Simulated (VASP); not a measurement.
Input of a VASP 6.6.1 run:

The input INCAR:

```
  PREC = Accurate
  ENCUT = 500
  EDIFF = 1E-6
  ISMEAR = 0
  SIGMA = 0.1
  LREAL = False
  LASPH = True
  NELM = 120
  ALGO = Normal
  ISIF = 2
  LWAVE = False
  LCHARG = False
  GGA = PE
  NBANDS = 11
  GGA_COMPAT = False
```

File KPOINTS:

```
regular mesh
0
Gamma
  18 18 18
```

File POSCAR:

```
Pt
1.0
    0.0000000000      1.9849662360      1.9849662360
    1.9849662360      0.0000000000      1.9849662360
    1.9849662360      1.9849662360      0.0000000000
Pt
1
Direct
    0.0000000000      0.0000000000      0.0000000000
```

Potentials or basis: VASP PAW PBE potentials, release 64 (Pt).

Launch:

```console
$ cat potpaw_PBE.64/Pt/POTCAR > POTCAR
$ mpirun -np 1 vasp_std > vasp.out
```

**Question.** What does it give for the pressure?

**Answer.** -0.4 GPa.

**Question.** Predict the band gap on the k mesh.

**Answer.** Zero (bands 5 and 6 overlap by 2.09 eV).

Caveat: spin-orbit coupling is left out, which moves the levels of the heavy elements.
